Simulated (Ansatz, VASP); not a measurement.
C in VASP and in Ansatz

```
CELL_PARAMETERS angstrom
2.58937 0.00000 0.00000
-1.29469 2.24246 0.00000
0.00000 0.00000 4.30811
ATOMIC_POSITIONS crystal
C 0.33333 0.66667 0.06269
C 0.66667 0.33333 0.56269
C 0.33333 0.66667 0.43731
C 0.66667 0.33333 0.93731
```

Alike in both runs: task single point; functional RPBE; k mesh 12 × 12 × 7; occupations fermi-dirac, width 0.05 eV; no spin polarisation.

|  | VASP | Ansatz |
| --- | --- | --- |
| version | VASP 6.6.1 | Ansatz 0.2.0 |
| potentials or method | VASP PAW PBE potentials, release 64 (C), cutoff 520 eV | plane waves (420 eV) with PAW, scalar-relativistic |
| valence electrons in the cell | 16 | 16 |

VASP gave:

```
pressure (GPa)                                                : -27.7
traceless stress, the component that is largest in VASP (GPa) : -0.29
```

Task: Estimate Ansatz's values.

Result: Pressure (GPa): -27.9; traceless stress, the component that is largest in VASP (GPa): -0.24.

VASP's potentials were made for PBE, not for RPBE.
